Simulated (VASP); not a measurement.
# Hf3SiO8: relaxation of cell and atoms with PBE

Hf3SiO8:

```xyz
12
Lattice="-3.1915 3.3889 3.3889 3.1915 -3.3889 3.3889 3.1915 3.3889 -3.3889" Properties=species:S:1:pos:R:3 pbc="T T T"
Hf    3.1915    0.0000    0.0000
Hf    1.5958    3.3889    0.0000
Hf    1.5958    0.0000    3.3889
Si    0.0000    0.0000    0.0000
O     4.7873    0.0000    1.3214
O     1.5958    0.0000    1.3214
O     0.0000    4.7103    0.0000
O     0.0000    1.3214    3.3889
O     0.0000    2.0676    0.0000
O     3.1915    2.0676    0.0000
O     1.5958    3.3889    2.0676
O    -1.5958    3.3889    2.0676
```

```json
{
  "Program": "VASP 6.6.1",
  "Task": "relaxation of cell and atoms",
  "Functional": "PBE",
  "Potentials or basis": "VASP PAW PBE potentials, release 64 (Hf_pv, Si, O)",
  "Cutoff": "600 eV",
  "k mesh": "4 × 4 × 4",
  "Occupations": "gaussian, width 0.1 eV",
  "Spin": "no spin polarisation",
  "Dipole correction": "no",
  "Further INCAR settings": "ALGO = Normal; EDIFF = 1e-06; IBRION = 2; EDIFFG = -0.04; NSW = 90; ISIF = 3"
}
```

The relaxed volume is 11.47 Å³/atom. The relaxed cell is a = 5.639 Å, b = 5.639 Å, c = 5.639 Å, α = 113.13°, β = 107.23°, γ = 108.11°. The space group after relaxing (to 0.1 Å) is Immm (No. 71) and the energy gained by relaxing is 161.9 meV/atom. The ionic steps are 13 and the pressure after relaxing is 0.0 GPa. The largest force after relaxing is 0.012 eV/Å. The band gap on the k mesh is 2.71 eV.

Forces on the atoms (eV/Å):
```
Hf   0.000  0.000  0.000
Hf  -0.012  0.000  0.000
Hf   0.012  0.000  0.000
Si   0.000  0.000  0.000
O   -0.010  0.000 -0.002
O    0.010  0.000 -0.002
O    0.000 -0.011  0.000
O    0.000  0.011  0.000
O    0.000  0.011  0.000
O    0.000 -0.011  0.000
O   -0.010  0.000  0.002
O    0.010  0.000  0.002
```

The path:
```tsv
step	energy change (eV)	largest force (eV/Å)	pressure (GPa)	volume (Å³)
1	0.0000	2.7986	-5.85	146.62
2	-1.5044	2.7042	3.53	137.31
3	-1.5068	2.5541	3.01	137.61
4	-1.4858	2.5469	-2.35	137.86
5	-1.8221	0.8602	-0.34	137.74
6	-1.9010	0.5930	-0.07	137.30
7	-1.9029	0.4935	-0.15	137.36
8	-1.9333	0.1905	0.54	137.08
9	-1.9365	0.1756	0.89	136.95
10	-1.9413	0.0562	-0.74	138.04
11	-1.9420	0.0854	-0.34	137.76
12	-1.9422	0.0875	0.29	137.49
13	-1.9426	0.0123	0.01	137.61
```

Final structure:
```
Hf Si O
1.0
    -3.10702    3.34504    3.31020
     3.10702   -3.34504    3.31020
     3.10702    3.34504   -3.31020
Hf Si O
3 1 8
Cartesian
  3.1070 0.0000 0.0000
  1.5578 3.3450 0.0000
  1.5493 0.0000 3.3102
  0.0000 0.0000 0.0000
  4.8622 0.0000 1.2151
  1.3519 0.0000 1.2151
  0.0000 4.7471 0.0000
  0.0000 1.3296 3.3102
  0.0000 1.9429 0.0000
  3.1070 2.0155 0.0000
  1.7551 3.3450 2.0951
  -1.7551 3.3450 2.0951
```

Levels at points of the mesh, in eV from the valence-band top:
```tsv
k point	band 38	band 39	band 40	band 41	band 42	band 43	band 44	band 45
(0.00, 0.00, 0.00)	-0.61	-0.46	-0.46	0.00	2.71	3.98	4.78	4.92
(0.50, 0.00, 0.00)	-1.27	-0.96	-0.84	-0.63	3.16	4.00	4.44	4.67
(0.00, 0.50, 0.00)	-1.18	-1.15	-0.78	-0.48	3.85	4.50	4.55	5.16
(0.50, 0.50, 0.00)	-1.06	-0.88	-0.77	-0.47	3.90	4.42	4.96	5.22
(0.50, 0.50, 0.50)	-1.25	-1.21	-0.85	-0.70	3.48	3.92	5.25	5.36
```

Wall time 18 min on 1 thread of Intel(R) Xeon(R) Platinum 8488C (Sapphire Rapids), on a shared host, peak memory 0.41 GiB.

Caveat: spin-orbit coupling is left out, which moves the levels of the heavy elements. A k mesh can miss the band edges.
